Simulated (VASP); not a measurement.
# RbTi (CsCl type) (Pm-3m) in VASP: further runs

The runs below take RbTi (CsCl type) through electric field gradients, with PBEsol.

Everything below comes from runs of VASP 6.6.1. Logs are shortened: lines on timing, memory, paths and dates and some standing lists are left out, and cuts for length are marked.

## Step 1: The cell of the first run

The structure is cubic, space group Pm-3m (No. 221). The conventional cell has a = 4.006 Å, b = 4.006 Å, c = 4.006 Å, α = 90.00°, β = 90.00°, γ = 90.00°. Within 4.6 Å of Rb (site symmetry m-3m) lie 8 Ti at 3.47 Å and 6 Rb at 4.01 Å. Ti (site symmetry m-3m) has 8 Rb at 3.47 Å and 6 Ti at 4.01 Å within 4.6 Å.

## Step 2: Electric field gradients, PBEsol

The input, INCAR:

```
PREC = Accurate
ENCUT = 520
EDIFF = 1E-8
ISMEAR = -1
SIGMA = 0.03
LREAL = F
LASPH = T
NELM = 100
ALGO = Normal
ISIF = 2
LWAVE = F
LCHARG = F
GGA = PS
LEFG = T
NBANDS = 18
```

The input, KPOINTS:

```
Automatic mesh
0
Gamma
  10 10 10
```

The input, POSCAR:

```
RbTi
1.0
    4.0063785807      0.0000000000      0.0000000000
    0.0000000000      4.0063785807      0.0000000000
    0.0000000000      0.0000000000      4.0063785807
Rb Ti
1 1
Direct
    0.0000000000      0.0000000000      0.0000000000
    0.5000000000      0.5000000000      0.5000000000
```

Potentials or basis: VASP PAW PBE potentials, release 64 (Rb_sv, Ti_sv).

Run with:

```bash
cat potpaw_PBE.64/Rb_sv/POTCAR potpaw_PBE.64/Ti_sv/POTCAR > POTCAR
mpirun -np 1 vasp_std > vasp.out
```

OUTCAR:

```text
PREC = Accurate
   ENCUT = 520
   EDIFF = 1E-8
   ISMEAR = -1
   LREAL = F
   LASPH = T
   NELM = 100
   ISIF = 2
   GGA = PS

 ion  position               nearest neighbor table
   1  0.000  0.000  0.000-   2 3.47   2 3.47   2 3.47   2 3.47   2 3.47   2 3.47   2 3.47   2 3.47

   2  0.500  0.500  0.500-   1 3.47   1 3.47   1 3.47   1 3.47   1 3.47   1 3.47   1 3.47   1 3.47

  LATTYP: Found a simple cubic cell.
 ALAT       =     4.0063785807

  Lattice vectors:

 A1 = (   4.0063785807,   0.0000000000,   0.0000000000)
 A2 = (   0.0000000000,   4.0063785807,   0.0000000000)
 A3 = (   0.0000000000,   0.0000000000,   4.0063785807)

Analysis of symmetry for initial positions (statically):
=====================================================================
 Subroutine PRICEL returns:
 Original cell was already a primitive cell.

 Routine SETGRP: Setting up the symmetry group for a
 simple cubic supercell.

 Subroutine GETGRP returns: Found 48 space group operations
 (whereof 48 operations were pure point group operations)
 out of a pool of 48 trial point group operations.

The static configuration has the point symmetry O_h .

Analysis of symmetry for dynamics (positions and initial velocities):
=====================================================================
 Subroutine PRICEL returns:
 Original cell was already a primitive cell.

 Routine SETGRP: Setting up the symmetry group for a
 simple cubic supercell.

 Subroutine GETGRP returns: Found 48 space group operations
 (whereof 48 operations were pure point group operations)
 out of a pool of 48 trial point group operations.

The dynamic configuration has the point symmetry O_h .

 Subroutine INISYM returns: Found 48 space group operations
 (whereof 48 operations are pure point group operations),
 and found     1 'primitive' translations

----------------------------------------------------------------------------------------

                                     Primitive cell

  volume of cell :      64.3067

  direct lattice vectors                    reciprocal lattice vectors
     4.006378581  0.000000000  0.000000000     0.249601973  0.000000000  0.000000000
     0.000000000  4.006378581  0.000000000     0.000000000  0.249601973  0.000000000
     0.000000000  0.000000000  4.006378581     0.000000000  0.000000000  0.249601973

  length of vectors
     4.006378581  4.006378581  4.006378581     0.249601973  0.249601973  0.249601973

  position of ions in fractional coordinates (direct lattice)
     0.000000000  0.000000000  0.000000000
     0.500000000  0.500000000  0.500000000

  ion indices of the primitive-cell ions
   primitive index   ion index
                 1           1
                 2           2

----------------------------------------------------------------------------------------

 KPOINTS: Automatic mesh

Automatic generation of k-mesh.
 Grid dimensions read from file:
 generate k-points for:   10   10   10

 Generating k-lattice:

  Cartesian coordinates                     Fractional coordinates (reciprocal lattice)
     0.024960197  0.000000000  0.000000000     0.100000000  0.000000000  0.000000000
     0.000000000  0.024960197  0.000000000     0.000000000  0.100000000  0.000000000
     0.000000000  0.000000000  0.024960197     0.000000000  0.000000000  0.100000000

  Length of vectors
     0.024960197  0.024960197  0.024960197

  Shift w.r.t. Gamma in fractional coordinates (k-lattice)
     0.000000000  0.000000000  0.000000000

 Subroutine IBZKPT returns following result:
 ===========================================

 Found     56 irreducible k-points:

 Following reciprocal coordinates:
            Coordinates               Weight
  0.000000  0.000000  0.000000      1.000000
  0.100000  0.000000  0.000000      6.000000
  0.200000  0.000000  0.000000      6.000000
  0.300000  0.000000  0.000000      6.000000
  0.400000  0.000000  0.000000      6.000000
  0.500000  0.000000  0.000000      3.000000
[... 16 lines left out ...]
  0.200000  0.100000  0.100000     24.000000
  0.300000  0.100000  0.100000     24.000000
 [... further k-points ...]
   k-points           NKPTS =     56   k-points in BZ     NKDIM =     56   number of bands    NBANDS=     18
   number of dos      NEDOS =    301   number of ions     NIONS =      2
   total plane-waves  NPLWV =  27000
   dimension x,y,z NGX =    30 NGY =   30 NGZ =   30
   dimension x,y,z NGXF=    60 NGYF=   60 NGZF=   60
   ions per type =               1   1
   NGX,Y,Z   is equivalent  to a cutoff of  12.45, 12.45, 12.45 a.u.
   NGXF,Y,Z  is equivalent  to a cutoff of  24.90, 24.90, 24.90 a.u.
 SYSTEM =  unknown system
   PREC   = accura    normal or accurate (medium, high low for compatibility)
   ISTART =      0    job   : 0-new  1-cont  2-samecut
   ICHARG =      2    charge: 1-file 2-atom 10-const
   ISPIN  =      1    spin polarized calculation?
   LNONCOLLINEAR =      F non collinear calculations
   LSORBIT =      F    spin-orbit coupling
   LASPH  =      T    aspherical Exc in radial PAW
   ENCUT  =  520.0 eV  38.22 Ry    6.18 a.u.   7.45  7.45  7.45*2*pi/ulx,y,z
   NELM   =    100;   NELMIN=  2; NELMDL= -5     # of ELM steps
   EDIFF  = 0.1E-07   stopping-criterion for ELM
   LREAL  =      F    real-space projection
   EDIFFG = 0.1E-06   stopping-criterion for IOM
   NSW    =      0    number of steps for IOM
   IBRION =     -1    ionic relax: 0-MD 1-quasi-New 2-CG
   NFREE  =      0    steps in history (QN), initial steepest desc. (CG)
   ISIF   =      2    stress and relaxation
   ISYM   =      2    0-nonsym 1-usesym 2-fastsym
   POTIM  = 0.5000    time-step for ionic-motion
   TEBEG  =    0.0;   TEEND  =   0.0 temperature during run
   PSTRESS=    0.0 pullay stress
   NELECT =      21.0000    total number of electrons
   NUPDOWN=      -1.0000    fix difference up-down
   EMIN   =  10.00;   EMAX   =-10.00  energy-range for DOS
   EFERMI =   0.00;   METHOD = LEGACY
   ISMEAR =    -1;   SIGMA  =   0.03  broadening in eV -4-tet -1-fermi 0-gaus
   EFERMI_NEDOS =   21; number of points for ismear=-14 and -15
   IALGO  =     38    algorithm
   IMIX   =      4    mixing-type and parameters
     AMIX     =   0.40;   BMIX     =  1.00
     AMIX_MAG =   1.60;   BMIX_MAG =  1.00
  volume/ion in A,a.u.               =      32.15       216.98
  Fermi-wavevector in a.u.,A,eV,Ry     =   1.127360  2.130401 17.292195  1.270941
  Thomas-Fermi vector in A             =   2.264046
   LORBIT       =      0    0 simple, 1 ext, 2 COOP (PROOUT), +10 PAW based schemes
   GGA     = PS    functional components
   LHFCALC =     F    Hartree Fock is set to
   AEXX    =    0.0000 exact exchange contribution
   IVDW    =     0    specifies the selected vdW correction
   LEPSILON=     F    determine dielectric tensor
   LRPA    =     F    only Hartree local field effects (RPA)
 non-spin polarized calculation
  energy-cutoff  :      520.00
  volume of cell :       64.31
 maximum number of plane-waves:      1763
 NGX is ok and might be reduce to    30
   NGX = 15   NGY = 15   NGZ = 15

 number of electron      20.9999995 magnetization

 Free energy of the ion-electron system (eV)
  ---------------------------------------------------
  ext. energy  EPLUGINS =         0.00000000
  ---------------------------------------------------
  free energy    TOTEN  =        -5.51614855 eV

  energy without entropy =       -5.50790950  energy(sigma->0) =       -5.51202902

 E-fermi :   2.9745     XC(G=0):  -8.9109

 val. band max:        2.9740078086   @ k =   0.5000   0.3000   0.3000
 cond. band min:       2.9867731133   @ k =   0.4000   0.3000   0.3000
 fundamental gap:      0.0127653047
 Fermi energy:         2.9745138812

 k-point     1 :       0.0000    0.0000    0.0000
  band No.  band energies     occupation
      1     -54.4590      2.00000
      2     -30.8002      2.00000
      3     -30.8002      2.00000
      4     -30.8002      2.00000
      5     -24.2646      2.00000
      6      -8.2820      2.00000
[... 10 lines left out ...]
     17       9.2198      0.00000
     18       9.2198      0.00000
[... 463 lines left out ...]
 k-point    24 :       0.3000    0.1000    0.1000
  band No.  band energies     occupation
      1     -54.4585      2.00000
      2     -30.8076      2.00000
      3     -30.8006      2.00000
      4     -30.8005      2.00000
      5     -24.2366      2.00000
      6      -8.6566      2.00000
[... 10 lines left out ...]
     17       7.6308      0.00000
     18       7.6573      0.00000

 [... further k-points ...]

------------------------ aborting loop because EDIFF is reached ----------------------------------------

  FORCE on cell =-STRESS in cart. coord.  units (eV):
  Direction    XX          YY          ZZ          XY          YZ          ZX
  --------------------------------------------------------------------------------------
  -------------------------------------------------------------------------------------
  Total        0.0318337      0.0318337      0.0318337     -0.0000000     -0.0000000     -0.0000000
  in kB        0.7931247      0.7931247      0.7931247     -0.0000000     -0.0000000     -0.0000000
  external PRESSURE =       0.7931247 kB  Pullay stress =       0.0000000 kB

 VOLUME and BASIS-vectors are now :
 -----------------------------------------------------------------------------
  energy-cutoff  :      520.00
  volume of cell :       64.31
      direct lattice vectors                 reciprocal lattice vectors
     4.006378581  0.000000000  0.000000000     0.249601973  0.000000000  0.000000000
     0.000000000  4.006378581  0.000000000     0.000000000  0.249601973  0.000000000
     0.000000000  0.000000000  4.006378581     0.000000000  0.000000000  0.249601973

 POSITION                                       TOTAL-FORCE (eV/Angst)
 -----------------------------------------------------------------------------------
      0.00000      0.00000      0.00000         0.000000      0.000000      0.000000
      2.00319      2.00319      2.00319         0.000000      0.000000      0.000000
 -----------------------------------------------------------------------------------
    total drift:                                0.000000      0.000000      0.000000

  FREE ENERGIE OF THE ION-ELECTRON SYSTEM (eV)
  ---------------------------------------------------
  free  energy   TOTEN  =        -5.5161485484 eV

  energy  without entropy=       -5.5079095004  energy(sigma->0) =       -5.51202902

 Electric field gradients (V/A^2)
---------------------------------------------------------------------
 ion       V_xx      V_yy      V_zz      V_xy      V_xz      V_yz
---------------------------------------------------------------------
   1      -0.000    -0.000    -0.000    -0.000     0.000     0.000
   2      -0.000    -0.000    -0.000    -0.000     0.000    -0.000
---------------------------------------------------------------------

 Electric field gradients after diagonalization (V/A^2)
 (convention: |V_zz| > |V_xx| > |V_yy|)
----------------------------------------------------------------------
 ion       V_xx      V_yy      V_zz     asymmetry (V_yy - V_xx)/ V_zz
----------------------------------------------------------------------
   1      -0.000    -0.000    -0.000      -0.160
   2      -0.000    -0.000    -0.000      -0.118
----------------------------------------------------------------------

           NMR quadrupolar parameters

 Cq : quadrupolar parameter    Cq=e*Q*V_zz/h
 eta: asymmetry parameters     (V_yy - V_xx)/ V_zz
 Q  : nuclear electric quadrupole moment in mb (millibarn)
----------------------------------------------------------------------
 ion       Cq(MHz)       eta       Q (mb)
----------------------------------------------------------------------
   1      -0.000      -0.160       1.000
   2      -0.000      -0.118       1.000
----------------------------------------------------------------------
```

It took 34 s on 1 thread of Intel Xeon Platinum 8559C (Emerald Rapids), shared host; peak memory 0.2 GiB.

What came out:

```
Free energy                             : -5.5161 eV
Pressure                                : 0.1 GPa
Band gap on the k mesh                  : zero (an odd number of electrons rules out a gap without spin polarisation)
Largest electric field gradient by atom : under 0.05 V/Å² on every atom
```

Caveat: the PAW data sets were made with another functional, which shifts forces and pressure a little.

(Continued in part 2 of 2.)

The gap in the log of VASP goes by the Fermi energy; the results here count the filled bands.